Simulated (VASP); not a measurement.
# CoRu2 (Fm-3m) in VASP: single point with r2SCAN

Aim: the single point of CoRu2 with r2SCAN.

Everything below comes from runs of VASP 6.6.1. Logs are shortened: lines on timing, memory, paths and dates and some standing lists are left out, and cuts for length are marked.

## (1) The cell of the first run

It takes space group Fm-3m (No. 225, cubic). Conventional cell: a = 5.570 Å, b = 5.570 Å, c = 5.570 Å, α = 90.00°, β = 90.00°, γ = 90.00°. Co (site symmetry m-3m) has 8 Ru at 2.41 Å within 3.2 Å. Ru (site symmetry -43m) has 4 Co at 2.41 Å and 6 Ru at 2.78 Å within 3.2 Å.

## (2) Single point, r2SCAN, collinear spin, ferromagnetic start

The input, POSCAR:

```
CoRu2
1.0
    0.0000000000      2.7847904790      2.7847904790
    2.7847904790      0.0000000000      2.7847904790
    2.7847904790      2.7847904790      0.0000000000
Co Ru
1 2
Direct
    0.0000000000      0.0000000000      0.0000000000
    0.2500000000      0.2500000000      0.2500000000
    0.7500000000      0.7500000000      0.7500000000
```

The input, INCAR.step1:

```
PREC = Accurate ; ENCUT = 520
ISMEAR = 0 ; SIGMA = 0.1
LREAL = False ; LASPH = True
NELM = 150 ; ISPIN = 2
MAGMOM = 1.66 0.39 0.39 ; LMAXMIX = 4
NBANDS = 30 ; GGA = PE
ALGO = Normal ; EDIFF = 1E-4
LWAVE = True ; LCHARG = False
```

The input, INCAR.step2:

```
PREC = Accurate ; ENCUT = 520
EDIFF = 1E-6 ; ISMEAR = 0
SIGMA = 0.1 ; LREAL = False
LASPH = True ; NELM = 150
ALGO = Normal ; ISIF = 2
LWAVE = False ; LCHARG = False
ISPIN = 2 ; MAGMOM = 1.66 0.39 0.39
LORBIT = 11 ; LMAXMIX = 4
METAGGA = R2SCAN ; LMIXTAU = True
NBANDS = 30 ; ISTART = 1
```

The input, KPOINTS:

```
Automatic mesh
0
Gamma
  14 14 14
```

Potentials or basis: VASP PAW PBE potentials, release 64 (Co, Ru_pv).

Command:

```console
$ cat potpaw_PBE.64/Co/POTCAR potpaw_PBE.64/Ru_pv/POTCAR > POTCAR
$ cp INCAR.step1 INCAR
$ mpirun -np 1 vasp_std > vasp.out
$ cp INCAR.step2 INCAR
$ mpirun -np 1 vasp_std > vasp.out
```

OUTCAR:

```text
PREC = Accurate
   ENCUT = 520
   EDIFF = 1E-6
   ISMEAR = 0
   LREAL = False
   LASPH = True
   NELM = 150
   ISIF = 2
   ISPIN = 2
   LORBIT = 11
   METAGGA = R2SCAN
   ISTART = 1

 ion  position               nearest neighbor table
   1  0.000  0.000  0.000-   3 2.41   3 2.41   2 2.41   3 2.41   2 2.41   2 2.41   3 2.41   2 2.41

   2  0.250  0.250  0.250-   1 2.41   1 2.41   1 2.41   1 2.41   3 2.78   3 2.78   3 2.78   3 2.78
                             3 2.78   3 2.78
   3  0.750  0.750  0.750-   1 2.41   1 2.41   1 2.41   1 2.41   2 2.78   2 2.78   2 2.78   2 2.78
                             2 2.78   2 2.78

  LATTYP: Found a face centered cubic cell.
 ALAT       =     5.5695809580

  Lattice vectors:

 A1 = (   0.0000000000,   2.7847904790,   2.7847904790)
 A2 = (   2.7847904790,   0.0000000000,   2.7847904790)
 A3 = (   2.7847904790,   2.7847904790,   0.0000000000)

Analysis of symmetry for initial positions (statically):
=====================================================================
 Subroutine PRICEL returns:
 Original cell was already a primitive cell.

 Routine SETGRP: Setting up the symmetry group for a
 face centered cubic supercell.

 Subroutine GETGRP returns: Found 48 space group operations
 (whereof 48 operations were pure point group operations)
 out of a pool of 48 trial point group operations.

The static configuration has the point symmetry O_h .

Analysis of symmetry for dynamics (positions and initial velocities):
=====================================================================
 Subroutine PRICEL returns:
 Original cell was already a primitive cell.

 Routine SETGRP: Setting up the symmetry group for a
 face centered cubic supercell.

 Subroutine GETGRP returns: Found 48 space group operations
 (whereof 48 operations were pure point group operations)
 out of a pool of 48 trial point group operations.

The dynamic configuration has the point symmetry O_h .

Analysis of structural, dynamic, and magnetic symmetry:
=====================================================================
 Subroutine PRICEL returns:
 Original cell was already a primitive cell.

 Routine SETGRP: Setting up the symmetry group for a
 face centered cubic supercell.

 Subroutine GETGRP returns: Found 48 space group operations
 (whereof 48 operations were pure point group operations)
 out of a pool of 48 trial point group operations.

The overall configuration has the point symmetry O_h .

 Subroutine INISYM returns: Found 48 space group operations
 (whereof 48 operations are pure point group operations),
 and found     1 'primitive' translations

----------------------------------------------------------------------------------------

                                     Primitive cell

  volume of cell :      43.1924

  direct lattice vectors                    reciprocal lattice vectors
     0.000000000  2.784790479  2.784790479    -0.179546721  0.179546721  0.179546721
     2.784790479  0.000000000  2.784790479     0.179546721 -0.179546721  0.179546721
     2.784790479  2.784790479  0.000000000     0.179546721  0.179546721 -0.179546721

  length of vectors
     3.938288464  3.938288464  3.938288464     0.310984044  0.310984044  0.310984044

  position of ions in fractional coordinates (direct lattice)
     0.000000000  0.000000000  0.000000000
     0.250000000  0.250000000  0.250000000
     0.750000000  0.750000000  0.750000000

  ion indices of the primitive-cell ions
   primitive index   ion index
                 1           1
                 2           2
                 3           3

----------------------------------------------------------------------------------------

 KPOINTS: Automatic mesh

Automatic generation of k-mesh.
 Grid dimensions read from file:
 generate k-points for:   14   14   14

 Generating k-lattice:

  Cartesian coordinates                     Fractional coordinates (reciprocal lattice)
    -0.012824766  0.012824766  0.012824766     0.071428571  0.000000000  0.000000000
     0.012824766 -0.012824766  0.012824766     0.000000000  0.071428571  0.000000000
     0.012824766  0.012824766 -0.012824766     0.000000000  0.000000000  0.071428571

  Length of vectors
     0.022213146  0.022213146  0.022213146

  Shift w.r.t. Gamma in fractional coordinates (k-lattice)
     0.000000000  0.000000000  0.000000000

 Subroutine IBZKPT returns following result:
 ===========================================

 Found    104 irreducible k-points:

 Following reciprocal coordinates:
            Coordinates               Weight
  0.000000  0.000000  0.000000      1.000000
  0.071429  0.000000  0.000000      8.000000
  0.142857  0.000000  0.000000      8.000000
  0.214286  0.000000  0.000000      8.000000
  0.285714  0.000000  0.000000      8.000000
  0.357143  0.000000  0.000000      8.000000
[... 16 lines left out ...]
  0.214286  0.142857  0.000000     24.000000
  0.285714  0.142857  0.000000     24.000000
 [... further k-points ...]
   k-points           NKPTS =    104   k-points in BZ     NKDIM =    104   number of bands    NBANDS=     30
   number of dos      NEDOS =    301   number of ions     NIONS =      3
   total plane-waves  NPLWV =  27000
   dimension x,y,z NGX =    30 NGY =   30 NGZ =   30
   dimension x,y,z NGXF=    60 NGYF=   60 NGZF=   60
   ions per type =               1   2
   NGX,Y,Z   is equivalent  to a cutoff of  12.66, 12.66, 12.66 a.u.
   NGXF,Y,Z  is equivalent  to a cutoff of  25.33, 25.33, 25.33 a.u.
 SYSTEM =  unknown system
   PREC   = accura    normal or accurate (medium, high low for compatibility)
   ISTART =      1    job   : 0-new  1-cont  2-samecut
   ICHARG =      0    charge: 1-file 2-atom 10-const
   ISPIN  =      2    spin polarized calculation?
   LNONCOLLINEAR =      F non collinear calculations
   LSORBIT =      F    spin-orbit coupling
   LASPH  =      T    aspherical Exc in radial PAW
   ENCUT  =  520.0 eV  38.22 Ry    6.18 a.u.   7.32  7.32  7.32*2*pi/ulx,y,z
   NELM   =    150;   NELMIN=  2; NELMDL=  0     # of ELM steps
   EDIFF  = 0.1E-05   stopping-criterion for ELM
   LREAL  =      F    real-space projection
   EDIFFG = 0.1E-04   stopping-criterion for IOM
   NSW    =      0    number of steps for IOM
   IBRION =     -1    ionic relax: 0-MD 1-quasi-New 2-CG
   NFREE  =      0    steps in history (QN), initial steepest desc. (CG)
   ISIF   =      2    stress and relaxation
   ISYM   =      2    0-nonsym 1-usesym 2-fastsym
   POTIM  = 0.5000    time-step for ionic-motion
   TEBEG  =    0.0;   TEEND  =   0.0 temperature during run
   PSTRESS=    0.0 pullay stress
   NELECT =      37.0000    total number of electrons
   NUPDOWN=      -1.0000    fix difference up-down
   EMIN   =  10.00;   EMAX   =-10.00  energy-range for DOS
   EFERMI =   0.00;   METHOD = LEGACY
   ISMEAR =     0;   SIGMA  =   0.10  broadening in eV -4-tet -1-fermi 0-gaus
   EFERMI_NEDOS =   21; number of points for ismear=-14 and -15
   IALGO  =     38    algorithm
   IMIX   =      4    mixing-type and parameters
     AMIX     =   0.40;   BMIX     =  1.00
     AMIX_MAG =   1.60;   BMIX_MAG =  1.00
  volume/ion in A,a.u.               =      14.40        97.16
  Fermi-wavevector in a.u.,A,eV,Ry     =   1.554794  2.938135 32.890515  2.417385
  Thomas-Fermi vector in A             =   2.658829
   LORBIT       =     11    0 simple, 1 ext, 2 COOP (PROOUT), +10 PAW based schemes
   METAGGA = R2SCAN    functional components
   LHFCALC =     F    Hartree Fock is set to
   AEXX    =    0.0000 exact exchange contribution
   IVDW    =     0    specifies the selected vdW correction
   LEPSILON=     F    determine dielectric tensor
   LRPA    =     F    only Hartree local field effects (RPA)
 spin polarized calculation
 Gauss-broadening in eV      SIGMA  =   0.10
  energy-cutoff  :      520.00
  volume of cell :       43.19
 maximum number of plane-waves:      1211
 NGX is ok and might be reduce to    30
   NGX = 15   NGY = 15   NGZ = 15

 number of electron      36.9999996 magnetization       2.2013692

 Free energy of the ion-electron system (eV)
  ---------------------------------------------------
  ext. energy  EPLUGINS =         0.00000000
  ---------------------------------------------------
  free energy    TOTEN  =       -61.84385338 eV

  energy without entropy =      -61.82508508  energy(sigma->0) =      -61.83446923

 E-fermi :   9.9401     XC(G=0): -14.0230

 val. band max:        9.9387092427   @ k =   0.4286   0.4286   0.0000
 cond. band min:       9.9428880304   @ k =  -0.4286   0.4286   0.0714
 fundamental gap:      0.0041787878
 Fermi energy:         9.9401152161

 spin component 1

 k-point     1 :       0.0000    0.0000    0.0000
  band No.  band energies     occupation
      1     -34.4392      1.00000
      2     -34.4392      1.00000
      3     -34.4392      1.00000
      4     -34.1020      1.00000
      5     -34.1020      1.00000
      6     -34.1020      1.00000
[... 22 lines left out ...]
     29      22.4659      0.00000
     30      22.4659      0.00000
[... 728 lines left out ...]
  band No.  band energies     occupation
      1     -34.4375      1.00000
      2     -34.4364      1.00000
      3     -34.2869      1.00000
      4     -34.2691      1.00000
      5     -34.1099      1.00000
      6     -34.1083      1.00000
[... 22 lines left out ...]
     29      21.8631      0.00000
     30      24.1547      0.00000

 [... further k-points ...]

 spin component 2

 k-point     1 :       0.0000    0.0000    0.0000
  band No.  band energies     occupation
      1     -34.0088      1.00000
      2     -34.0088      1.00000
      3     -34.0088      1.00000
      4     -33.6642      1.00000
      5     -33.6642      1.00000
      6     -33.6642      1.00000
[... 22 lines left out ...]
     29      22.6231      0.00000
     30      22.6231      0.00000
[... 728 lines left out ...]
  band No.  band energies     occupation
      1     -34.0073      1.00000
      2     -34.0061      1.00000
      3     -33.8529      1.00000
      4     -33.8359      1.00000
      5     -33.6723      1.00000
      6     -33.6706      1.00000
[... 22 lines left out ...]
     29      22.1546      0.00000
     30      24.4428      0.00000

 [... further k-points ...]
[... 5 lines left out ...]
  --------------------------------------------------------------------------------------
  -------------------------------------------------------------------------------------
  Total        0.1000476      0.1000476      0.1000476      0.0000000      0.0000000      0.0000000
  in kB        3.7111615      3.7111615      3.7111615      0.0000000      0.0000000      0.0000000
  external PRESSURE =       3.7111615 kB  Pullay stress =       0.0000000 kB

 VOLUME and BASIS-vectors are now :
 -----------------------------------------------------------------------------
  energy-cutoff  :      520.00
  volume of cell :       43.19
      direct lattice vectors                 reciprocal lattice vectors
     0.000000000  2.784790479  2.784790479    -0.179546721  0.179546721  0.179546721
     2.784790479  0.000000000  2.784790479     0.179546721 -0.179546721  0.179546721
     2.784790479  2.784790479  0.000000000     0.179546721  0.179546721 -0.179546721

 POSITION                                       TOTAL-FORCE (eV/Angst)
 -----------------------------------------------------------------------------------
      0.00000      0.00000      0.00000        -0.000000      0.000000     -0.000000
      1.39240      1.39240      1.39240        -0.000000     -0.000000      0.000000
      4.17719      4.17719      4.17719         0.000000      0.000000     -0.000000
 -----------------------------------------------------------------------------------
    total drift:                               -0.000000     -0.000000      0.000000

  FREE ENERGIE OF THE ION-ELECTRON SYSTEM (eV)
  ---------------------------------------------------
  free  energy   TOTEN  =       -61.8438533794 eV

  energy  without entropy=      -61.8250850817  energy(sigma->0) =      -61.83446923

 total charge

# of ion       s       p       d       tot
------------------------------------------
    1        0.612   0.709   7.232   8.553
    2        0.404   6.238   5.983  12.625
    3        0.404   6.238   5.983  12.625
--------------------------------------------------
tot          1.419  13.185  19.199  33.803

 magnetization (x)

# of ion       s       p       d       tot
------------------------------------------
    1       -0.001  -0.023   1.469   1.446
    2       -0.013  -0.015   0.402   0.374
    3       -0.013  -0.015   0.402   0.374
--------------------------------------------------
tot         -0.028  -0.052   2.273   2.194
```

Wall time 16 min (1 thread of AMD EPYC 7R13 (Zen 3), shared host); peak memory 0.31 GiB.

Results:

| Property | Result |
| --- | --- |
| Free energy | -61.8439 eV |
| Pressure | 0.4 GPa |
| Net moment | 2.20 μB per cell |
| Site moments | Co +1.45; Ru +0.37 μB |
| Valence electrons inside the program's atomic spheres | Co 8.55; Ru 12.62 |

Caveat: an empty level that is flat over the whole mesh can mark a ghost state of the potentials, or a narrow d or f band; the PAW data sets were made with another functional, which shifts forces and pressure a little.
